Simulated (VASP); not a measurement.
Input of a VASP 6.6.1 run:

Contents of INCAR:

```
SYSTEM = Ag3B
PREC = Accurate
ENCUT = 520
EDIFF = 1E-8
ISMEAR = -1
SIGMA = 0.15
LREAL = .False.
LASPH = .True.
NELM = 100
ALGO = Fast
ISIF = 2
LWAVE = .False.
LCHARG = .False.
GGA = PE
LEFG = .True.
NBANDS = 26
```

The input KPOINTS:

```
regular mesh
0
Gamma
  18 18 6
  0 0 0
```

The input POSCAR:

```
Ag3B
1.0
    3.0062246919      0.0000000000      0.0000000000
   -1.5031123459      2.6034669526      0.0000000000
    0.0000000000      0.0000000000      7.8140050348
Ag B
3 1
Direct
    0.6666666667      0.3333333333      0.5000000000
    0.3333333333      0.6666666667      0.1929607398
    0.3333333333      0.6666666667      0.8070392602
    0.6666666667      0.3333333333      0.0000000000
```

Potentials or basis: VASP PAW PBE potentials, release 64 (Ag, B).

Run with:

```console
$ cat potpaw_PBE.64/Ag/POTCAR potpaw_PBE.64/B/POTCAR > POTCAR
$ mpirun -np 1 vasp_std > vasp.out
```

(1) Predict the band gap on the k mesh.

(2) What does it give for the pressure?

(3) Estimate the largest force.

Results:

(1) zero (bands 18 and 19 overlap by 2.16 eV).

(2) -0.1 GPa.

(3) 0.009 eV/Å.

Caveat: without QUAD_EFG the Cq values of the log hold for a quadrupole moment of 1 mb, not for the nuclei.
